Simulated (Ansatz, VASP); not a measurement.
# Two plane-wave programs on LiF

```xyz
2
Lattice="0.0000 2.0417 2.0417 2.0417 0.0000 2.0417 2.0417 2.0417 0.0000" Properties=species:S:1:pos:R:3 pbc="T T T"
Li    0.0000    0.0000    0.0000
F     2.0417    2.0417    2.0417
```

Alike in both runs: functional PBE; k mesh 10 × 10 × 10; no spin polarisation.

Ansatz relaxed the structure, and its values are those at the end. VASP's run is a single point on that final structure, the one shown.

|  | VASP | Ansatz |
| --- | --- | --- |
| version | VASP 6.6.1 | Ansatz 0.2.0 |
| potentials or method | VASP PAW PBE potentials, release 64 (Li_sv, F), cutoff 750 eV | scalar-relativistic, plane waves, PAW |
| occupations | gaussian, width 0.0680285 eV | gaussian |
| valence electrons in the cell | 10 | 10 |

VASP gave:

| Item | Value |
| --- | --- |
| gap on the k mesh at the Fermi level (eV) | 8.72 |
| least direct gap on the mesh (eV) | 8.72 |
| pressure (GPa) | -1.5 |

Q: Which values does Ansatz return?

A: gap on the k mesh at the Fermi level (eV): 8.73; least direct gap on the mesh (eV): 8.73; pressure (GPa): -0.7.

Ansatz's warnings: stress scf threshold loose.
